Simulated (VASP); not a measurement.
# Li2F3 (P-3m1) in VASP: notebook

The runs below take Li2F3 through single point, with PBE.

All numbers are computed with VASP 6.6.1; they aren't measurements. Logs are shortened: lines on timing, memory, paths and dates and some standing lists are left out, and cuts for length are marked.

### 1 The cell of the first run

The structure is trigonal, space group P-3m1 (No. 164). Conventional cell: a = 3.143 Å, b = 3.143 Å, c = 5.913 Å, α = 90.00°, β = 90.00°, γ = 120.00°. Li (site symmetry 3m) has 6 F at 1.90 to 2.27 Å within 2.5 Å. F (site symmetry -3m) has 6 Li at 2.27 Å and 6 F at 2.65 Å within 3.0 Å. Within 2.5 Å of F (site symmetry 3m) lie 3 Li at 1.90 Å.

### 2 Single point, PBE, collinear spin

File INCAR:

```
SYSTEM = Li2F3
PREC = Accurate
ENCUT = 520
EDIFF = 1E-6
ISMEAR = 0
SIGMA = 0.1
LREAL = .False.
LASPH = .True.
NELM = 150
ALGO = Normal
ISIF = 2
LWAVE = .False.
LCHARG = .False.
ISPIN = 2
MAGMOM = 0 0 0.36 0.36 0.36
LORBIT = 11
GGA = PE
NBANDS = 26
```

File KPOINTS:

```
Automatic mesh
0
Gamma
  12 12 6
  0 0 0
```

File POSCAR:

```
Li2F3
1.0
    3.1429205536      0.0000000000      0.0000000000
   -1.5714602768      2.7218490415      0.0000000000
    0.0000000000      0.0000000000      5.9130957788
Li F
2 3
Direct
    0.3333333333      0.6666666667      0.2300800132
    0.6666666667      0.3333333333      0.7699199868
    0.0000000000      0.0000000000      0.0000000000
    0.3333333333      0.6666666667      0.6730767003
    0.6666666667      0.3333333333      0.3269232997
```

Potentials or basis: VASP PAW PBE potentials, release 64 (Li_sv, F).

Launch:

```sh
$ cat potpaw_PBE.64/Li_sv/POTCAR potpaw_PBE.64/F/POTCAR > POTCAR
$ mpirun -np 1 vasp_std > vasp.out
```

OUTCAR:

```text
SYSTEM = Li2F3
   PREC = Accurate
   ENCUT = 520
   EDIFF = 1E-6
   ISMEAR = 0
   LREAL = .False.
   LASPH = .True.
   NELM = 150
   ISIF = 2
   ISPIN = 2
   LORBIT = 11
   GGA = PE

 ion  position               nearest neighbor table
   1  0.333  0.667  0.230-   5 1.90   5 1.90   5 1.90
   2  0.667  0.333  0.770-   4 1.90   4 1.90   4 1.90
   3  0.000  0.000  0.000-
   4  0.333  0.667  0.673-   2 1.90   2 1.90   2 1.90
   5  0.667  0.333  0.327-   1 1.90   1 1.90   1 1.90

  LATTYP: Found a hexagonal cell.
 ALAT       =     3.1429205536
 C/A-ratio  =     1.8814016065

  Lattice vectors:

 A1 = (   3.1429205536,   0.0000000000,   0.0000000000)
 A2 = (  -1.5714602768,   2.7218490415,   0.0000000000)
 A3 = (   0.0000000000,   0.0000000000,   5.9130957788)

Analysis of symmetry for initial positions (statically):
=====================================================================
 Subroutine PRICEL returns:
 Original cell was already a primitive cell.

 Routine SETGRP: Setting up the symmetry group for a
 hexagonal supercell.

 Subroutine GETGRP returns: Found 12 space group operations
 (whereof 12 operations were pure point group operations)
 out of a pool of 24 trial point group operations.

The static configuration has the point symmetry D_3d.

Analysis of symmetry for dynamics (positions and initial velocities):
=====================================================================
 Subroutine PRICEL returns:
 Original cell was already a primitive cell.

 Routine SETGRP: Setting up the symmetry group for a
 hexagonal supercell.

 Subroutine GETGRP returns: Found 12 space group operations
 (whereof 12 operations were pure point group operations)
 out of a pool of 24 trial point group operations.

The dynamic configuration has the point symmetry D_3d.

Analysis of structural, dynamic, and magnetic symmetry:
=====================================================================
 Subroutine PRICEL returns:
 Original cell was already a primitive cell.

 Routine SETGRP: Setting up the symmetry group for a
 hexagonal supercell.

 Subroutine GETGRP returns: Found 12 space group operations
 (whereof 12 operations were pure point group operations)
 out of a pool of 24 trial point group operations.

The overall configuration has the point symmetry D_3d.

 Subroutine INISYM returns: Found 12 space group operations
 (whereof 12 operations are pure point group operations),
 and found     1 'primitive' translations

----------------------------------------------------------------------------------------

                                     Primitive cell

  volume of cell :      50.5839

  direct lattice vectors                    reciprocal lattice vectors
     3.142920554  0.000000000  0.000000000     0.318175399  0.183698652  0.000000000
    -1.571460277  2.721849042  0.000000000     0.000000000  0.367397304  0.000000000
     0.000000000  0.000000000  5.913095779     0.000000000  0.000000000  0.169116151

  length of vectors
     3.142920554  3.142920554  5.913095779     0.367397304  0.367397304  0.169116151

  position of ions in fractional coordinates (direct lattice)
     0.333333333  0.666666667  0.230080013
     0.666666667  0.333333333  0.769919987
     0.000000000  0.000000000  0.000000000
     0.333333333  0.666666667  0.673076700
     0.666666667  0.333333333  0.326923300

  ion indices of the primitive-cell ions
   primitive index   ion index
                 1           1
                 2           2
                 3           3
                 4           4
                 5           5

----------------------------------------------------------------------------------------

 KPOINTS: Automatic mesh

Automatic generation of k-mesh.
 Grid dimensions read from file:
 generate k-points for:   12   12    6

 Generating k-lattice:

  Cartesian coordinates                     Fractional coordinates (reciprocal lattice)
     0.026514617  0.015308221  0.000000000     0.083333333  0.000000000  0.000000000
     0.000000000  0.030616442  0.000000000     0.000000000  0.083333333  0.000000000
     0.000000000  0.000000000  0.028186025     0.000000000  0.000000000  0.166666667

  Length of vectors
     0.030616442  0.030616442  0.028186025

  Shift w.r.t. Gamma in fractional coordinates (k-lattice)
     0.000000000  0.000000000  0.000000000

 Subroutine IBZKPT returns following result:
 ===========================================

 Found    100 irreducible k-points:

 Following reciprocal coordinates:
            Coordinates               Weight
  0.000000  0.000000  0.000000      1.000000
  0.083333 -0.000000  0.000000      6.000000
  0.166667  0.000000  0.000000      6.000000
  0.250000  0.000000  0.000000      6.000000
  0.333333 -0.000000  0.000000      6.000000
  0.416667 -0.000000  0.000000      6.000000
[... 16 lines left out ...]
  0.166667  0.000000  0.166667      6.000000
  0.000000  0.166667  0.166667      6.000000
 [... further k-points ...]
   k-points           NKPTS =    100   k-points in BZ     NKDIM =    100   number of bands    NBANDS=     26
   number of dos      NEDOS =    301   number of ions     NIONS =      5
   total plane-waves  NPLWV =  27648
   dimension x,y,z NGX =    24 NGY =   24 NGZ =   48
   dimension x,y,z NGXF=    48 NGYF=   48 NGZF=   96
   ions per type =               2   3
   NGX,Y,Z   is equivalent  to a cutoff of  12.69, 12.69, 13.50 a.u.
   NGXF,Y,Z  is equivalent  to a cutoff of  25.39, 25.39, 26.99 a.u.
 SYSTEM =  Li2F3
   PREC   = accura    normal or accurate (medium, high low for compatibility)
   ISTART =      0    job   : 0-new  1-cont  2-samecut
   ICHARG =      2    charge: 1-file 2-atom 10-const
   ISPIN  =      2    spin polarized calculation?
   LNONCOLLINEAR =      F non collinear calculations
   LSORBIT =      F    spin-orbit coupling
   LASPH  =      T    aspherical Exc in radial PAW
   ENCUT  =  520.0 eV  38.22 Ry    6.18 a.u.   5.84  5.84 10.99*2*pi/ulx,y,z
   NELM   =    150;   NELMIN=  2; NELMDL= -5     # of ELM steps
   EDIFF  = 0.1E-05   stopping-criterion for ELM
   LREAL  =      F    real-space projection
   EDIFFG = 0.1E-04   stopping-criterion for IOM
   NSW    =      0    number of steps for IOM
   IBRION =     -1    ionic relax: 0-MD 1-quasi-New 2-CG
   NFREE  =      0    steps in history (QN), initial steepest desc. (CG)
   ISIF   =      2    stress and relaxation
   ISYM   =      2    0-nonsym 1-usesym 2-fastsym
   POTIM  = 0.5000    time-step for ionic-motion
   TEBEG  =    0.0;   TEEND  =   0.0 temperature during run
   PSTRESS=    0.0 pullay stress
   NELECT =      27.0000    total number of electrons
   NUPDOWN=      -1.0000    fix difference up-down
   EMIN   =  10.00;   EMAX   =-10.00  energy-range for DOS
   EFERMI =   0.00;   METHOD = LEGACY
   ISMEAR =     0;   SIGMA  =   0.10  broadening in eV -4-tet -1-fermi 0-gaus
   EFERMI_NEDOS =   21; number of points for ismear=-14 and -15
   IALGO  =     38    algorithm
   IMIX   =      4    mixing-type and parameters
     AMIX     =   0.40;   BMIX     =  1.00
     AMIX_MAG =   1.60;   BMIX_MAG =  1.00
  volume/ion in A,a.u.               =      10.12        68.27
  Fermi-wavevector in a.u.,A,eV,Ry     =   1.327981  2.509521 23.994342  1.763534
  Thomas-Fermi vector in A             =   2.457253
   LORBIT       =     11    0 simple, 1 ext, 2 COOP (PROOUT), +10 PAW based schemes
   GGA     = PE    functional components
   LHFCALC =     F    Hartree Fock is set to
   AEXX    =    0.0000 exact exchange contribution
   IVDW    =     0    specifies the selected vdW correction
   LEPSILON=     F    determine dielectric tensor
   LRPA    =     F    only Hartree local field effects (RPA)
 spin polarized calculation
 Gauss-broadening in eV      SIGMA  =   0.10
  energy-cutoff  :      520.00
  volume of cell :       50.58
 maximum number of plane-waves:      1379
   NGX = 11   NGY = 11   NGZ = 21

 number of electron      26.9999978 magnetization       1.0000021

 Free energy of the ion-electron system (eV)
  ---------------------------------------------------
  ext. energy  EPLUGINS =         0.00000000
  ---------------------------------------------------
  free energy    TOTEN  =       -20.42653604 eV

  energy without entropy =      -20.40581099  energy(sigma->0) =      -20.41617352

 E-fermi :  -2.4633     XC(G=0):  -9.1286

 val. band max:       -2.4674898622   @ k =   0.3333   0.3333   0.1667
 cond. band min:      -2.4537511517   @ k =   0.2500   0.0000   0.3333
 fundamental gap:      0.0137387105
 Fermi energy:        -2.4633304483

 spin component 1

 k-point     1 :       0.0000    0.0000    0.0000
  band No.  band energies     occupation
      1     -43.5039      1.00000
      2     -43.4965      1.00000
      3     -23.0755      1.00000
      4     -22.4899      1.00000
      5     -22.4010      1.00000
      6      -4.9676      1.00000
[... 661 lines left out ...]
     24      19.5571      0.00000
     25      20.3661      0.00000

 [... further k-points ...]

 spin component 2

 k-point     1 :       0.0000    0.0000    0.0000
  band No.  band energies     occupation
      1     -43.5089      1.00000
      2     -43.5016      1.00000
      3     -22.5125      1.00000
      4     -21.9018      1.00000
      5     -21.8148      1.00000
      6      -4.1187      1.00000
[... 661 lines left out ...]
     24      19.6528      0.00000
     25      20.4088      0.00000

 [... further k-points ...]

 [bands above 25 left out]

------------------------ aborting loop because EDIFF is reached ----------------------------------------

  FORCE on cell =-STRESS in cart. coord.  units (eV):
  Direction    XX          YY          ZZ          XY          YZ          ZX
  --------------------------------------------------------------------------------------
  -------------------------------------------------------------------------------------
  Total       -0.1130449     -0.1130449     -0.1409865      0.0000000      0.0000000      0.0000000
  in kB       -3.5805465     -3.5805465     -4.4655570      0.0000000      0.0000000      0.0000000
  external PRESSURE =      -3.8755500 kB  Pullay stress =       0.0000000 kB

 VOLUME and BASIS-vectors are now :
 -----------------------------------------------------------------------------
  energy-cutoff  :      520.00
  volume of cell :       50.58
      direct lattice vectors                 reciprocal lattice vectors
     3.142920554  0.000000000  0.000000000     0.318175399  0.183698652  0.000000000
    -1.571460277  2.721849042  0.000000000     0.000000000  0.367397304  0.000000000
     0.000000000  0.000000000  5.913095779     0.000000000  0.000000000  0.169116151

 POSITION                                       TOTAL-FORCE (eV/Angst)
 -----------------------------------------------------------------------------------
     -0.00000      1.81457      1.36049         0.000000      0.000000     -0.010088
      1.57146      0.90728      4.55261        -0.000000     -0.000000      0.010088
      0.00000      0.00000      0.00000        -0.000000      0.000000      0.000000
     -0.00000      1.81457      3.97997        -0.000000      0.000000     -0.007480
      1.57146      0.90728      1.93313         0.000000     -0.000000      0.007480
 -----------------------------------------------------------------------------------
    total drift:                                0.000000     -0.000000      0.000000

  FREE ENERGIE OF THE ION-ELECTRON SYSTEM (eV)
  ---------------------------------------------------
  free  energy   TOTEN  =       -20.4265360439 eV

  energy  without entropy=      -20.4058109934  energy(sigma->0) =      -20.41617352

 total charge

# of ion       s       p       d       tot
------------------------------------------
    1        2.014   0.043   0.000   2.057
    2        2.014   0.043   0.000   2.057
    3        1.742   4.257   0.000   5.999
    4        1.742   4.282   0.000   6.024
    5        1.742   4.282   0.000   6.024
--------------------------------------------------
tot          9.254  12.907   0.000  22.161

 magnetization (x)

# of ion       s       p       d       tot
------------------------------------------
    1       -0.001  -0.001   0.000  -0.002
    2       -0.001  -0.001   0.000  -0.002
    3        0.002   0.303   0.000   0.304
    4        0.002   0.303   0.000   0.305
    5        0.002   0.303   0.000   0.305
--------------------------------------------------
tot          0.004   0.906   0.000   0.910
```

Run time: 2.7 min. Hardware: 1 thread of Intel Xeon Platinum 8488C (Sapphire Rapids), shared host; peak memory 0.29 GiB.

What came out:

| Quantity | Value |
| --- | --- |
| Free energy | -20.4265 eV |
| Largest force | 0.010 eV/Å |
| Band gap on the k mesh | zero (filled and empty bands overlap) |
| Net moment | 1.00 μB per cell |
| Site moments | Li -0.00; F +0.30 μB |
| Valence electrons inside the program's atomic spheres | Li 2.06; F 6.00, 6.02 (each value once) |

Forces on the atoms (eV/Å):
```
Li   0.000  0.000 -0.010
Li   0.000  0.000  0.010
F    0.000  0.000  0.000
F    0.000  0.000 -0.007
F    0.000  0.000  0.007
```

Caveat: the cutoff is under 1.25 times the usual one of these potentials, so pressure, stress and relaxed cells hold a basis-set (Pulay) error.

### 3 Single point, PBE, collinear spin

File INCAR:

```
ALGO = Normal
EDIFF = 1E-6
ENCUT = 520
GGA = PE
ISIF = 2
ISMEAR = 0
ISPIN = 2
LASPH = T
LCHARG = F
LORBIT = 11
LREAL = F
LWAVE = F
MAGMOM = 0 0 0.36 0.36 0.36
NBANDS = 26
NELM = 150
PREC = Accurate
SIGMA = 0.1
```

File KPOINTS:

```
k-points
0
Gamma
  12 12 6
```

File POSCAR:

```
Li2F3
1.0
    3.1435521172      0.0000000000      0.0000000000
   -1.5717760586      2.7223959916      0.0000000000
    0.0000000000      0.0000000000      5.9128522441
Li F
2 3
Direct
    0.3333333333      0.6666666667      0.2302537555
    0.6666666667      0.3333333333      0.7697462445
    0.0000000000      0.0000000000      0.0000000000
    0.3333333333      0.6666666667      0.6731673213
    0.6666666667      0.3333333333      0.3268326787
```

Potentials or basis: VASP PAW PBE potentials, release 64 (Li_sv, F).

Launch:

```sh
$ cat potpaw_PBE.64/Li_sv/POTCAR potpaw_PBE.64/F/POTCAR > POTCAR
$ mpirun -np 1 vasp_std > vasp.out
```

Run time: 2.5 min. Hardware: 1 thread of Intel Xeon Platinum 8488C (Sapphire Rapids), shared host; peak memory 0.29 GiB.

The run converged. Its results:

| Item | Value |
| --- | --- |
| Free energy | -20.4265 eV |
| Largest force | 0.012 eV/Å |
| Band gap on the k mesh | zero (filled and empty bands overlap) |
| Net moment | 1.00 μB per cell |
| Site moments | Li -0.00; F +0.30 μB |
| Valence electrons inside the program's atomic spheres | Li 2.06; F 6.00, 6.02 (each value once) |

Forces on the atoms (eV/Å):
```
Li   0.000  0.000 -0.012
Li   0.000  0.000  0.012
F    0.000  0.000  0.000
F    0.000  0.000 -0.010
F    0.000  0.000  0.010
```

Levels at points of the mesh, in eV from the Fermi level:
Spin up:
| k point | band 11 | band 12 | band 13 | band 14 | band 15 | band 16 | band 17 | band 18 |
| --- | --- | --- | --- | --- | --- | --- | --- | --- |
| (0.00, 0.00, 0.00) | -1.13 | -0.69 | -0.69 | -0.52 | 8.63 | 10.61 | 13.66 | 17.53 |
| (0.50, 0.00, 0.00) | -1.16 | -1.14 | -0.81 | -0.73 | 12.11 | 13.51 | 13.85 | 14.36 |
| (0.00, 0.00, 0.50) | -0.96 | -0.96 | -0.78 | -0.78 | 9.31 | 9.89 | 13.48 | 17.28 |
| (0.50, 0.00, 0.50) | -1.34 | -1.31 | -0.62 | -0.60 | 11.90 | 12.82 | 14.24 | 15.40 |
Spin down:
```
           k point  band 9  band 10  band 11  band 12  band 13  band 14  band 15  band 16  band 17  band 18
(0.00, 0.00, 0.00)   -0.86    -0.77    -0.77    -0.30    -0.30     0.52     8.74    10.83    13.81    17.70
(0.50, 0.00, 0.00)   -1.59    -0.83    -0.46    -0.41    -0.33    -0.05    12.22    13.67    13.92    14.52
(0.00, 0.00, 0.50)   -0.61    -0.61    -0.38    -0.38    -0.34    -0.31     9.49    10.09    13.54    17.37
(0.50, 0.00, 0.50)   -1.31    -1.28    -0.63    -0.61    -0.23     0.28    11.98    12.96    14.39    15.48
```

Caveat: the cutoff is under 1.25 times the usual one of these potentials, so pressure, stress and relaxed cells hold a basis-set (Pulay) error.
